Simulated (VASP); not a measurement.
Rb, 1 atom in the cell. Symmetry: Im-3m, No. 229, cubic system. Conventional cell: a = 5.671 Å, b = 5.671 Å, c = 5.671 Å, α = 90.00°, β = 90.00°, γ = 90.00°. 

| Item | Value |
| --- | --- |
| Program | VASP 6.6.1 |
| Task | single point |
| Functional | PBE |
| Potentials or basis | VASP PAW PBE potentials, release 64 (Rb_sv) |
| Cutoff | 520 eV |
| k mesh | 12 × 12 × 12 |
| Occupations | gaussian, width 0.15 eV |
| Spin | no spin polarisation |
| Dipole correction | no |
| Further INCAR settings | ALGO = Fast; EDIFF = 1e-06; NBANDS = 10 |

Potentials or basis: VASP PAW PBE potentials, release 64 (Rb_sv).

Command:

```console
$ cat potpaw_PBE.64/Rb_sv/POTCAR > POTCAR
$ mpirun -np 1 vasp_std > vasp.out
```

Hardware: 1 thread of AMD EPYC 7R13 Processor (Zen 3), with other jobs on the host.

Question: Estimate the wall time of this run.

Answer: Wall time 48 s on 1 thread of AMD EPYC 7R13 Processor (Zen 3), on a shared host, peak memory 0.23 GiB. Counts: scf iterations 11, k points 72.
